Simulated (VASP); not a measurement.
# SnO2 (I4_1/amd) in VASP: a series of runs

The runs below take SnO2 through relaxation of cell and atoms, with PBEsol, LDA.

Everything below comes from runs of VASP 6.6.1. Logs are shortened: lines on timing, memory, paths and dates and some standing lists are left out, and cuts for length are marked.

## 1. The cell of the first run

Symmetry: I4_1/amd, No. 141, tetragonal system. Conventional cell: a = 4.052 Å, b = 4.052 Å, c = 10.363 Å, α = 90.00°, β = 90.00°, γ = 90.00°. Within 2.8 Å of Sn (site symmetry -4m2) lie 6 O at 2.09 to 2.10 Å. O (site symmetry 2mm) has 3 Sn at 2.09 to 2.10 Å and 2 O at 2.58 Å within 2.8 Å.

## 2. Relaxation of cell and atoms, PBEsol

Input file INCAR:

```
  PREC = Accurate
  ENCUT = 600
  EDIFF = 1E-6
  ISMEAR = -1
  SIGMA = 0.02
  LREAL = F
  LASPH = T
  NELM = 80
  ALGO = Normal
  ISIF = 3
  LWAVE = F
  LCHARG = F
  GGA = PS
  IBRION = 2
  NSW = 80
  EDIFFG = -0.005
```

Input file KPOINTS:

```
regular mesh
0
Gamma
  8 8 8
```

Input file POSCAR:

```
SnO2
1.0
   -2.0261270742      2.0261270742      5.1814038282
    2.0261270742     -2.0261270742      5.1814038282
    2.0261270742      2.0261270742     -5.1814038282
Sn O
2 4
Direct
    0.7500000000      0.2500000000      0.5000000000
    0.0000000000      0.0000000000      0.0000000000
    0.7975941566      0.7975941566      0.0000000000
    0.9524058434      0.4524058434      0.5000000000
    0.2024058434      0.2024058434      0.0000000000
    0.5475941566      0.0475941566      0.5000000000
```

Potentials or basis: VASP PAW PBE potentials, release 64 (Sn_d, O).

The run is started by

```
$ cat potpaw_PBE.64/Sn_d/POTCAR potpaw_PBE.64/O/POTCAR > POTCAR
$ mpirun -np 1 vasp_std > vasp.out
```

OUTCAR:

```text
PREC = Accurate
   ENCUT = 600
   EDIFF = 1E-6
   ISMEAR = -1
   LREAL = F
   LASPH = T
   NELM = 80
   ISIF = 3
   GGA = PS
   IBRION = 2
   NSW = 80
   EDIFFG = -0.005

 ion  position               nearest neighbor table
   1  0.750  0.250  0.500-   3 2.09   5 2.09   3 2.09   5 2.09   4 2.10   6 2.10   2 3.29   2 3.29
                             2 3.29   2 3.29
   2  0.000  0.000  0.000-   6 2.09   4 2.09   6 2.09   4 2.09   3 2.10   5 2.10   1 3.29   1 3.29
                             1 3.29   1 3.29
   3  0.798  0.798  0.000-   1 2.09   1 2.09   2 2.10
   4  0.952  0.452  0.500-   2 2.09   2 2.09   1 2.10
   5  0.202  0.202  0.000-   1 2.09   1 2.09   2 2.10
   6  0.548  0.048  0.500-   2 2.09   2 2.09   1 2.10

  LATTYP: Found a body centered tetragonal cell.
 ALAT       =     4.0522541484
 C/A-ratio  =     2.5572946012

  Lattice vectors:

 A1 = (  -2.0261270742,   2.0261270742,   5.1814038282)
 A2 = (   2.0261270742,  -2.0261270742,   5.1814038282)
 A3 = (   2.0261270742,   2.0261270742,  -5.1814038282)

Analysis of symmetry for initial positions (statically):
=====================================================================
 Subroutine PRICEL returns:
 Original cell was already a primitive cell.

 Routine SETGRP: Setting up the symmetry group for a
 body centered tetragonal supercell.

 Subroutine GETGRP returns: Found 16 space group operations
 (whereof  8 operations were pure point group operations)
 out of a pool of 16 trial point group operations.

The static configuration has the point symmetry D_2d.
 The point group associated with its full space group is D_4h.

Analysis of symmetry for dynamics (positions and initial velocities):
=====================================================================
 Subroutine PRICEL returns:
 Original cell was already a primitive cell.

 Routine SETGRP: Setting up the symmetry group for a
 body centered tetragonal supercell.

 Subroutine GETGRP returns: Found 16 space group operations
 (whereof  8 operations were pure point group operations)
 out of a pool of 16 trial point group operations.

The dynamic configuration has the point symmetry D_2d.
 The point group associated with its full space group is D_4h.

 Subroutine INISYM returns: Found 16 space group operations
 (whereof  8 operations are pure point group operations),
 and found     1 'primitive' translations

----------------------------------------------------------------------------------------

                                     Primitive cell

  volume of cell :      85.0826

[... 113 lines left out ...]
   IALGO  =     38    algorithm
   IMIX   =      4    mixing-type and parameters
     AMIX     =   0.40;   BMIX     =  1.00
     AMIX_MAG =   1.60;   BMIX_MAG =  1.00
  volume/ion in A,a.u.               =      14.18        95.69
  Fermi-wavevector in a.u.,A,eV,Ry     =   1.389299  2.625394 26.261303  1.930151
  Thomas-Fermi vector in A             =   2.513343
   LORBIT       =      0    0 simple, 1 ext, 2 COOP (PROOUT), +10 PAW based schemes
   GGA     = PS    functional components
   LHFCALC =     F    Hartree Fock is set to
   AEXX    =    0.0000 exact exchange contribution
   IVDW    =     0    specifies the selected vdW correction
   LEPSILON=     F    determine dielectric tensor
   LRPA    =     F    only Hartree local field effects (RPA)
 conjugate gradient relaxation of ions
 non-spin polarized calculation
  energy-cutoff  :      600.00
  volume of cell :       85.08
 maximum number of plane-waves:      2868
   NGX = 23   NGY = 23   NGZ = 23

--------------------------------------- Ionic step        1  -------------------------------------------

 number of electron      52.0000000 magnetization

 Free energy of the ion-electron system (eV)
  ---------------------------------------------------
  ext. energy  EPLUGINS =         0.00000000
  ---------------------------------------------------
  free energy    TOTEN  =       -39.20327913 eV

  energy without entropy =      -39.20327913  energy(sigma->0) =      -39.20327913

------------------------ aborting loop because EDIFF is reached ----------------------------------------

  FORCE on cell =-STRESS in cart. coord.  units (eV):
  Direction    XX          YY          ZZ          XY          YZ          ZX
  --------------------------------------------------------------------------------------
  -------------------------------------------------------------------------------------
  Total       -2.2712030     -2.2712030     -2.5310291      0.0000000      0.0000000      0.0000000
  in kB      -42.7686698    -42.7686698    -47.6614138      0.0000000      0.0000000      0.0000000
  external PRESSURE =     -44.3995844 kB  Pullay stress =       0.0000000 kB
[... 101 lines left out ...]
  FREE ENERGIE OF THE ION-ELECTRON SYSTEM (eV)
  ---------------------------------------------------
  free  energy   TOTEN  =       -39.2354048190 eV

  energy  without entropy=      -39.2354048190  energy(sigma->0) =      -39.23540482

[... ionic steps 4 to 10 ...]

--------------------------------------- Ionic step       11  -------------------------------------------

 number of electron      52.0000004 magnetization

------------------------ aborting loop because EDIFF is reached ----------------------------------------
[... 75 lines left out ...]
--------------------------------------- Ionic step       13  -------------------------------------------

 number of electron      52.0000004 magnetization

 Free energy of the ion-electron system (eV)
  ---------------------------------------------------
  ext. energy  EPLUGINS =         0.00000000
  ---------------------------------------------------
  free energy    TOTEN  =       -39.23717328 eV

  energy without entropy =      -39.23717328  energy(sigma->0) =      -39.23717328

 E-fermi :   4.3575     XC(G=0): -10.5077

 val. band max:        3.8318468479   @ k =   0.2500   0.2500   0.2500
 cond. band min:       5.3394861592   @ k =   0.0000   0.0000   0.0000
 fundamental gap:      1.5076393112
 Fermi energy:         4.3574590100

 k-point     1 :       0.0000    0.0000    0.0000
  band No.  band energies     occupation
      1     -16.4749      2.00000
      2     -16.4499      2.00000
      3     -16.3137      2.00000
      4     -15.7728      2.00000
      5     -15.6656      2.00000
      6     -15.6656      2.00000
[... 805 lines left out ...]
     30      11.9926      0.00000
     31      13.1120      0.00000

 [... further k-points ...]
[... 5 lines left out ...]
  --------------------------------------------------------------------------------------
  -------------------------------------------------------------------------------------
  Total        0.0009230      0.0009230     -0.0046048      0.0000000     -0.0000000      0.0000000
  in kB        0.0178930      0.0178930     -0.0892726      0.0000000     -0.0000000      0.0000000
  external PRESSURE =      -0.0178289 kB  Pullay stress =       0.0000000 kB
[... 21 lines left out ...]
  FREE ENERGIE OF THE ION-ELECTRON SYSTEM (eV)
  ---------------------------------------------------
  free  energy   TOTEN  =       -39.2371732836 eV

  energy  without entropy=      -39.2371732836  energy(sigma->0) =      -39.23717328

 reached required accuracy - stopping structural energy minimisation
```

It took 19 min on 1 thread of AMD EPYC 9R45 (Zen 5), shared host; peak memory 0.39 GiB.

What came out:

```yaml
Free_energy: -39.2372 eV
Relaxed_volume: 13.77 Å³/atom
Relaxed_cell: a = 5.863 Å, b = 5.863 Å, c = 5.863 Å, α = 139.97°, β = 139.97°, γ = 57.90°
Space_group_after_relaxing_to_0.1_Å: I4_1/amd (No. 141)
Energy_gained_by_relaxing: 5.6 meV/atom
Ionic_steps: 13
Pressure_after_relaxing: 0.0 GPa
Largest_force_after_relaxing: 0.003 eV/Å
Band_gap_on_the_k_mesh: 1.51 eV (least direct gap 1.88 eV)
```

Forces on the atoms (eV/Å):
```
Sn   0.000  0.000  0.000
Sn   0.000  0.000  0.000
O    0.000  0.000 -0.003
O    0.000  0.000  0.003
O    0.000  0.000  0.003
O    0.000  0.000 -0.003
```

Step by step:
```csv
step,energy change (eV),largest force (eV/Å),pressure (GPa),volume (Å³)
1,0.0000,0.0996,-4.44,85.08
2,0.0152,0.3774,5.83,80.33
3,-0.0321,0.1033,-0.13,82.88
4,-0.0321,0.1075,-0.04,82.84
5,-0.0337,0.0107,0.08,82.63
6,-0.0337,0.0173,0.05,82.65
7,-0.0338,0.0092,-0.06,82.69
8,-0.0338,0.0030,-0.14,82.73
9,-0.0338,0.0040,-0.08,82.70
10,-0.0339,0.0066,0.02,82.65
11,-0.0339,0.0064,0.02,82.64
12,-0.0339,0.0067,0.03,82.64
13,-0.0339,0.0033,0.00,82.64
```

Final structure:
```yaml
crystal:
  lattice:
    - [-2.00681, 2.00681, 5.13021]
    - [2.00681, -2.00681, 5.13021]
    - [2.00681, 2.00681, -5.13021]
  atoms:
    - { symbol: Sn, position: [0.75000, 0.25000, 0.50000] }
    - { symbol: Sn, position: [0.00000, 0.00000, 0.00000] }
    - { symbol: O, position: [0.79709, 0.79709, 0.00000] }
    - { symbol: O, position: [0.95291, 0.45291, 0.50000] }
    - { symbol: O, position: [0.20291, 0.20291, 0.00000] }
    - { symbol: O, position: [0.54709, 0.04709, 0.50000] }
```

Caveat: the PAW data sets were made with another functional, which shifts forces and pressure a little; spin-orbit coupling is left out, which moves the levels of the heavy elements. A k mesh can miss the band edges.

## 3. Relaxation of cell and atoms, LDA

Input file INCAR:

```
ALGO     = Normal         # electronic algorithm
EDIFF    = 1E-6           # SCF threshold, eV
EDIFFG   = -0.005         # ionic threshold
ENCUT    = 600            # plane-wave cutoff, eV
GGA      = CA             # functional
IBRION   = 2              # ionic algorithm
ISIF     = 3              # what is computed and relaxed
ISMEAR   = -1             # smearing method
LASPH    = T              # aspherical terms in the spheres
LCHARG   = F              # write CHGCAR
LREAL    = F              # projectors in reciprocal space
LWAVE    = F              # write WAVECAR
NELM     = 100            # most SCF steps
NSW      = 80             # ionic steps
PREC     = Accurate       # precision mode
SIGMA    = 0.02           # smearing width, eV
```

Input file KPOINTS:

```
k-points
0
Gamma
  8 8 8
```

POSCAR is that of step 2.

Potentials or basis: VASP PAW LDA potentials, release 64 (Sn_d, O).

The run is started by

```
$ cat potpaw_LDA.64/Sn_d/POTCAR potpaw_LDA.64/O/POTCAR > POTCAR
$ mpirun -np 1 vasp_std > vasp.out
```

OUTCAR:

```text
EDIFF = 1E-6
   EDIFFG = -0.005
   ENCUT = 600
   GGA = CA
   IBRION = 2
   ISIF = 3
   ISMEAR = -1
   LASPH = T
   LREAL = F
   NELM = 100
   NSW = 80
   PREC = Accurate

 ion  position               nearest neighbor table
   1  0.750  0.250  0.500-   3 2.09   5 2.09   3 2.09   5 2.09   4 2.10   6 2.10   2 3.29   2 3.29
                             2 3.29   2 3.29
   2  0.000  0.000  0.000-   6 2.09   4 2.09   6 2.09   4 2.09   3 2.10   5 2.10   1 3.29   1 3.29
                             1 3.29   1 3.29
   3  0.798  0.798  0.000-   1 2.09   1 2.09   2 2.10
   4  0.952  0.452  0.500-   2 2.09   2 2.09   1 2.10
   5  0.202  0.202  0.000-   1 2.09   1 2.09   2 2.10
   6  0.548  0.048  0.500-   2 2.09   2 2.09   1 2.10

  LATTYP: Found a body centered tetragonal cell.
 ALAT       =     4.0522541484
 C/A-ratio  =     2.5572946012

  Lattice vectors:

 A1 = (  -2.0261270742,   2.0261270742,   5.1814038282)
 A2 = (   2.0261270742,  -2.0261270742,   5.1814038282)
 A3 = (   2.0261270742,   2.0261270742,  -5.1814038282)

Analysis of symmetry for initial positions (statically):
=====================================================================
 Subroutine PRICEL returns:
 Original cell was already a primitive cell.

 Routine SETGRP: Setting up the symmetry group for a
 body centered tetragonal supercell.

 Subroutine GETGRP returns: Found 16 space group operations
 (whereof  8 operations were pure point group operations)
 out of a pool of 16 trial point group operations.

The static configuration has the point symmetry D_2d.
 The point group associated with its full space group is D_4h.

Analysis of symmetry for dynamics (positions and initial velocities):
=====================================================================
 Subroutine PRICEL returns:
 Original cell was already a primitive cell.

 Routine SETGRP: Setting up the symmetry group for a
 body centered tetragonal supercell.

[... 153 lines left out ...]
 number of electron      52.0000000 magnetization

 Free energy of the ion-electron system (eV)
  ---------------------------------------------------
  ext. energy  EPLUGINS =         0.00000000
  ---------------------------------------------------
  free energy    TOTEN  =       -41.63418167 eV

  energy without entropy =      -41.63418167  energy(sigma->0) =      -41.63418167

------------------------ aborting loop because EDIFF is reached ----------------------------------------

  FORCE on cell =-STRESS in cart. coord.  units (eV):
  Direction    XX          YY          ZZ          XY          YZ          ZX
  --------------------------------------------------------------------------------------
  -------------------------------------------------------------------------------------
  Total       -4.4266721     -4.4266721     -4.7450572      0.0000000      0.0000000      0.0000000
  in kB      -83.3579734    -83.3579734    -89.3534324      0.0000000      0.0000000      0.0000000
  external PRESSURE =     -85.3564598 kB  Pullay stress =       0.0000000 kB
[... 101 lines left out ...]
  FREE ENERGIE OF THE ION-ELECTRON SYSTEM (eV)
  ---------------------------------------------------
  free  energy   TOTEN  =       -41.7516248091 eV

  energy  without entropy=      -41.7516248091  energy(sigma->0) =      -41.75162481

[... ionic steps 4 to 7 ...]

--------------------------------------- Ionic step        8  -------------------------------------------

 number of electron      52.0000007 magnetization

------------------------ aborting loop because EDIFF is reached ----------------------------------------
[... 75 lines left out ...]
--------------------------------------- Ionic step       10  -------------------------------------------

 number of electron      52.0000006 magnetization

 Free energy of the ion-electron system (eV)
  ---------------------------------------------------
  ext. energy  EPLUGINS =         0.00000000
  ---------------------------------------------------
  free energy    TOTEN  =       -41.75740341 eV

  energy without entropy =      -41.75740341  energy(sigma->0) =      -41.75740341

 E-fermi :   4.4004     XC(G=0): -10.9499

 val. band max:        3.9097501774   @ k =   0.2500   0.2500   0.2500
 cond. band min:       5.6294227752   @ k =   0.0000   0.0000   0.0000
 fundamental gap:      1.7196725977
 Fermi energy:         4.4003541582

 k-point     1 :       0.0000    0.0000    0.0000
  band No.  band energies     occupation
      1     -16.3822      2.00000
      2     -16.3639      2.00000
      3     -16.2195      2.00000
      4     -15.6541      2.00000
      5     -15.5331      2.00000
      6     -15.5331      2.00000
[... 805 lines left out ...]
     30      12.1676      0.00000
     31      13.2299      0.00000

 [... further k-points ...]

------------------------ aborting loop because EDIFF is reached ----------------------------------------

  FORCE on cell =-STRESS in cart. coord.  units (eV):
  Direction    XX          YY          ZZ          XY          YZ          ZX
  --------------------------------------------------------------------------------------
  -------------------------------------------------------------------------------------
  Total       -0.0113052     -0.0113052     -0.0084520      0.0000000      0.0000000      0.0000000
  in kB       -0.2246762     -0.2246762     -0.1679725      0.0000000      0.0000000      0.0000000
  external PRESSURE =      -0.2057750 kB  Pullay stress =       0.0000000 kB
[... 21 lines left out ...]
  FREE ENERGIE OF THE ION-ELECTRON SYSTEM (eV)
  ---------------------------------------------------
  free  energy   TOTEN  =       -41.7574034086 eV

  energy  without entropy=      -41.7574034086  energy(sigma->0) =      -41.75740341

 reached required accuracy - stopping structural energy minimisation
```

OSZICAR:

```text
N       E                     dE             d eps       ncg     rms          rms(c)
DAV:   1     0.692998854432E+03    0.69300E+03   -0.28438E+04  3876   0.272E+03
DAV:   2     0.634662794992E+02   -0.62953E+03   -0.60722E+03  4114   0.722E+02
DAV:   3    -0.417661483255E+02   -0.10523E+03   -0.10316E+03  4211   0.239E+02
[... 80 lines left out ...]
DAV:   1    -0.417577424665E+02   -0.38986E-03   -0.30606E-02  3960   0.158E+00    0.120E-01
DAV:   2    -0.417575096783E+02    0.23279E-03   -0.96198E-04  4786   0.342E-01    0.611E-02
DAV:   3    -0.417574080460E+02    0.10163E-03   -0.18008E-04  5193   0.228E-01    0.159E-02
DAV:   4    -0.417574036661E+02    0.43798E-05   -0.42982E-05  5447   0.639E-02    0.528E-03
DAV:   5    -0.417574034086E+02    0.25750E-06   -0.38839E-06  3667   0.204E-02
  10 F= -.41757403E+02 E0= -.41757403E+02  d E =-.841446E-04
```

It took 17 min on 1 thread of AMD EPYC 9R45 (Zen 5), shared host; peak memory 0.34 GiB.

Results:

```
Free energy                           : -41.7574 eV
Relaxed volume                        : 13.44 Å³/atom
Relaxed cell                          : a = 5.824 Å, b = 5.824 Å, c = 5.824 Å, α = 140.08°, β = 140.08°, γ = 57.73°
Space group after relaxing (to 0.1 Å) : I4_1/amd (No. 141)
Energy gained by relaxing             : 20.5 meV/atom
Ionic steps                           : 10
Pressure after relaxing               : 0.0 GPa
Largest force after relaxing          : 0.004 eV/Å
Band gap on the k mesh                : 1.72 eV (least direct gap 2.11 eV)
```

Forces in eV/Å, atoms in the order of the input:
```
Sn   0.000  0.000  0.000
Sn   0.000  0.000  0.000
O    0.000  0.000 -0.004
O    0.000  0.000  0.004
O    0.000  0.000  0.004
O    0.000  0.000 -0.004
```

The path:
```tsv
step	energy change (eV)	largest force (eV/Å)	pressure (GPa)	volume (Å³)
1	0.0000	0.2019	-8.54	85.08
2	0.0846	0.7981	13.47	76.11
3	-0.1174	0.1826	-0.29	81.02
4	-0.1175	0.1912	-0.12	80.94
5	-0.1229	0.0069	0.10	80.56
6	-0.1230	0.0180	0.04	80.61
7	-0.1231	0.0104	-0.05	80.64
8	-0.1231	0.0011	-0.18	80.69
9	-0.1232	0.0017	-0.12	80.67
10	-0.1232	0.0036	-0.02	80.62
```

Final structure:
```xyz
6
Lattice="-1.9879 1.9879 5.1003 1.9879 -1.9879 5.1003 1.9879 1.9879 -5.1003" Properties=species:S:1:pos:R:3 pbc="T T T"
Sn    0.0000    1.9879    2.5502
Sn    0.0000    0.0000    0.0000
O     0.0000    0.0000    8.1302
O     0.0000    1.9879    4.6206
O     0.0000    0.0000    2.0704
O     0.0000    1.9879    0.4797
```

Levels at points of the mesh, in eV from the valence-band top:
```
           k point  band 24  band 25  band 26  band 27  band 28  band 29
(0.00, 0.00, 0.00)    -0.68    -0.39    -0.39     1.72     5.64     9.09
(0.50, 0.00, 0.00)    -0.77    -0.58    -0.38     5.03     6.24     7.84
(0.50, 0.50, 0.00)    -0.82    -0.05    -0.05     7.36     7.36     7.61
(0.50, 0.50, 0.50)    -1.05    -0.29    -0.29     4.36     4.36     7.43
```

Caveat: spin-orbit coupling is left out, which moves the levels of the heavy elements.
